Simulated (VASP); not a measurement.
The system is MnAs.

```
Mn As
1.0
     0.00000    2.47606    2.47606
     2.47606    0.00000    2.47606
     2.47606    2.47606    0.00000
Mn As
1 1
Cartesian
  0.0000 0.0000 0.0000
  3.7141 3.7141 3.7141
```

| Quantity | Value |
| --- | --- |
| Program | VASP 6.6.1 |
| Task | relaxation of cell and atoms |
| Functional | PBE |
| Potentials or basis | VASP PAW PBE potentials, release 64 (Mn_pv, As) |
| Cutoff | 500 eV |
| k mesh | 6 × 6 × 6 |
| Occupations | gaussian, width 0.1 eV |
| Spin | collinear spin, ferromagnetic start |
| Starting moments | [1.26, 0.0] μB |

At the start: pressure 38.9 GPa; volume 15.18 Å³/atom.

Question: Where does the relaxation end?

Answer: Over 4 steps the energy falls by 304.7 meV/atom and the volume is 18.72 Å³/atom (+23.3 %); space group F-43m (No. 216, to 0.1 Å) before and after; moment 0.00 μB per cell.

The path:
| step | energy change (eV) | largest force (eV/Å) | pressure (GPa) | volume (Å³) |
| --- | --- | --- | --- | --- |
| 1 | 0.0000 | 0.0000 | 38.88 | 30.36 |
| 2 | 0.1713 | 0.0000 | -15.70 | 49.60 |
| 3 | -0.6094 | 0.0000 | -0.35 | 37.58 |
| 4 | -0.6095 | 0.0000 | 0.08 | 37.43 |

Final structure:
```xyz
2
Lattice="0.0000 2.6550 2.6550 2.6550 0.0000 2.6550 2.6550 2.6550 0.0000" Properties=species:S:1:pos:R:3 pbc="T T T"
Mn    0.0000    0.0000    0.0000
As    3.9825    3.9825    3.9825
```

Caveat: the volume moved by over 15 % at a fixed basis, so the end points are rough; the moments typed at the start vanished in this run.
